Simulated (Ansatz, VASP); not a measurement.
## CsTa4: VASP beside Ansatz

INCAR

```
SYSTEM = CsTa4
  ALGO = Normal
  EDIFF = 1E-7
  EDIFFG = -0.01
  ENCUT = 500
  GGA = PE
  GGA_COMPAT = .False.
  IBRION = 2
  ISIF = 3
  ISMEAR = 0
  LASPH = .True.
  LCHARG = .False.
  LREAL = .False.
  LWAVE = .False.
  NELM = 120
  NELMIN = 4
  NSW = 100
  PREC = Accurate
  SIGMA = 0.1
```

Contents of KPOINTS:

```
k-points
0
Gamma
  8 8 8
  0 0 0
```

File POSCAR:

```
CsTa4
1.0
    4.9487801200      0.0000000000      0.0000000000
    0.0000000000      4.9487801200      0.0000000000
    0.0000000000      0.0000000000      4.9487801200
Cs Ta
1 4
Direct
    0.5000000000      0.5000000000      0.5000000000
    0.0000000000      0.0000000000      0.0000000000
    0.5000000000      0.5000000000      0.0000000000
    0.5000000000      0.0000000000      0.5000000000
    0.0000000000      0.5000000000      0.5000000000
```

Input for Ansatz:

```yaml
crystal:
  lattice:
    - [4.94878012, 0.0, 0.0]
    - [0.0, 4.94878012, 0.0]
    - [0.0, 0.0, 4.94878012]
  atoms:
    - { symbol: Cs, position: [0.5, 0.5, 0.5] }
    - { symbol: Ta, position: [0.0, 0.0, 0.0] }
    - { symbol: Ta, position: [0.5, 0.5, 0.0] }
    - { symbol: Ta, position: [0.5, 0.0, 0.5] }
    - { symbol: Ta, position: [0.0, 0.5, 0.5] }
basis:
  ecutwfc: 420
kpoints:
  mp_grid: { grid: [8, 8, 8] }
hamiltonian:
  xc: pbe
scf:
  occupations: { method: gaussian, width: 0.1 }
output:
  forces: true
  stress: true
  eigenvalues: true
  write_density: true
  write_potential: true
  elf: true
  volumetric_format: npy
relax:
  adjacent_minimum: "off"
  f_tol: 0.01
  max_steps: 80
  cell: { stress_tol: 0.05 }
```

Change from the starting cell: species swapped into the Ni4N type (Pm-3m, No. 221).

Alike in both runs: task relaxation of cell and atoms; functional PBE; k mesh 8 × 8 × 8; occupations gaussian, width 0.1 eV; no spin polarisation.

```csv
,VASP,Ansatz
version,VASP 6.6.1,Ansatz 0.2.0
potentials or method,"VASP PAW PBE potentials, release 64 (Cs_sv, Ta_sv_GW), cutoff 500 eV","scalar-relativistic, plane waves, PAW"
valence electrons in the cell,61,61
```

Ansatz gave:

```
gap on the k mesh at the Fermi level, each at its own relaxed structure (eV) : none
relaxed volume (Å³/atom)                                                     : 23.84
relaxed cell length with the largest relative difference (Å)                 : 4.921
```

Question: Which values does VASP return?

Answer: gap on the k mesh at the Fermi level, each at its own relaxed structure (eV): none; relaxed volume (Å³/atom): 24.29; relaxed cell length with the largest relative difference (Å): 4.952.

A gap of «none» marks a metal or a gap that the smearing closes.

Spin-orbit coupling is off throughout.
